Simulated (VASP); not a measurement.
Here is a VASP 6.6.1 calculation.

Contents of INCAR:

```
SYSTEM = AlGa3N4
PREC     = Accurate       ! precision mode
ENCUT    = 600            ! plane-wave cutoff, eV
EDIFF    = 1E-6           ! SCF threshold, eV
ISMEAR   = 0              ! smearing method
SIGMA    = 0.01           ! smearing width, eV
LREAL    = .False.        ! projectors in reciprocal space
LASPH    = .True.         ! aspherical terms in the spheres
NELM     = 60             ! most SCF steps
ALGO     = Normal         ! electronic algorithm
ISIF     = 3              ! what is computed and relaxed
LWAVE    = .False.        ! write WAVECAR
LCHARG   = .False.        ! write CHGCAR
GGA      = PS             ! functional
IBRION   = 2              ! ionic algorithm
NSW      = 80             ! ionic steps
EDIFFG   = -0.001         ! ionic threshold
```

The input KPOINTS:

```
Automatic mesh
0
Gamma
  6 6 6
  0 0 0
```

POSCAR

```
AlGa3N4
1.0
    4.4676279360      0.0000000000      0.0000000000
    0.0000000000      4.4676279360      0.0000000000
    0.0000000000      0.0000000000      4.4676279360
Al Ga N
1 3 4
Direct
    0.0000000000      0.0000000000      0.0000000000
    0.5000000000      0.5000000000      0.0000000000
    0.5000000000      0.0000000000      0.5000000000
    0.0000000000      0.5000000000      0.5000000000
    0.7550309208      0.7550309208      0.2449690792
    0.7550309208      0.2449690792      0.7550309208
    0.2449690792      0.7550309208      0.7550309208
    0.2449690792      0.2449690792      0.2449690792
```

Potentials or basis: VASP PAW PBE potentials, release 64 (Al, Ga_d, N).

Launch:

```sh
$ cat potpaw_PBE.64/Al/POTCAR potpaw_PBE.64/Ga_d/POTCAR potpaw_PBE.64/N/POTCAR > POTCAR
$ mpirun -np 1 vasp_std > vasp.out
```

(1) What does it give for the band gap on the k mesh?

(2) Predict the space group after relaxing (to 0.05 Å).

(3) Predict the relaxed cell.

## Answers

(1) 2.32 eV, direct.

(2) P-43m (No. 215).

(3) a = 4.465 Å, b = 4.465 Å, c = 4.465 Å, α = 90.00°, β = 90.00°, γ = 90.00°.
